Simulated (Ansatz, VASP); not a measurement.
**LaTe3Cl3 in VASP and in Ansatz**

```xyz
7
Lattice="6.1354 0.0000 0.0000 0.0000 6.1354 0.0000 0.0000 0.0000 6.1354" Properties=species:S:1:pos:R:3 pbc="T T T"
La    3.0677    3.0677    3.0677
Te    3.0677    3.0677    0.0000
Te    0.0000    3.0677    3.0677
Te    3.0677    0.0000    3.0677
Cl    3.0677    0.0000    0.0000
Cl    0.0000    3.0677    0.0000
Cl    0.0000    0.0000    3.0677
```

Change from the starting cell: species swapped into the La3GaBr3 type (Pm-3m, No. 221).

Alike in both runs: task single point; functional PBE; k mesh 4 × 4 × 4; occupations gaussian, width 0.1 eV; no spin polarisation.

|  | VASP | Ansatz |
| --- | --- | --- |
| version | VASP 6.6.1 | Ansatz 0.2.0 |
| potentials or method | VASP PAW PBE potentials, release 64 (La, Te, Cl), cutoff 520 eV | scalar-relativistic, plane waves, PAW |
| valence electrons in the cell | 50 | 80 |

```tsv
	VASP	Ansatz	Ansatz less VASP
gap on the k mesh at the Fermi level (eV)	none	none	-
pressure (GPa)	3.1	3.2	+0.09
```

A gap of «none» marks a metal or a gap that the smearing closes. VASP's potentials hold 50 valence electrons a cell and Ansatz's 80, so a difference there can come from the potentials and not from the codes.

Neither program's run includes spin-orbit coupling.
